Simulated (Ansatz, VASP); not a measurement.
# AlNi: VASP beside Ansatz

```
Al Ni
1.0
     1.90742   -1.92168    0.00000
     1.90742    1.92168    0.00000
     0.00000    0.00000    3.20190
Al Ni
1 1
Cartesian
  0.0000 0.0000 0.0000
  1.9074 0.0000 1.6010
```

Alike in both runs: task single point; functional r2SCAN; k mesh 20 × 20 × 18; occupations gaussian, width 0.15 eV; no spin polarisation.

```csv
,VASP,Ansatz
version,VASP 6.6.1,Ansatz 0.2.0
potentials or method,"VASP PAW PBE potentials, release 64 (Al, Ni), cutoff 520 eV","scalar-relativistic, plane waves, PAW"
valence electrons in the cell,13,21
```

Ansatz gave:

| Item | Value |
| --- | --- |
| gap on the k mesh at the Fermi level (eV) | none |
| pressure (GPa) | 1.1 |
| traceless stress, the component that is largest in VASP (GPa) | -5.81 |

Problem. What did VASP give for the same quantities?

Solution. gap on the k mesh at the Fermi level (eV): none; pressure (GPa): 0.9; traceless stress, the component that is largest in VASP (GPa): -6.01.

VASP's potentials were made for PBE, not for r2SCAN. A gap of «none» marks a metal or a gap that the smearing closes. VASP's potentials hold 13 valence electrons a cell and Ansatz's 21, so a difference there can come from the potentials and not from the codes.
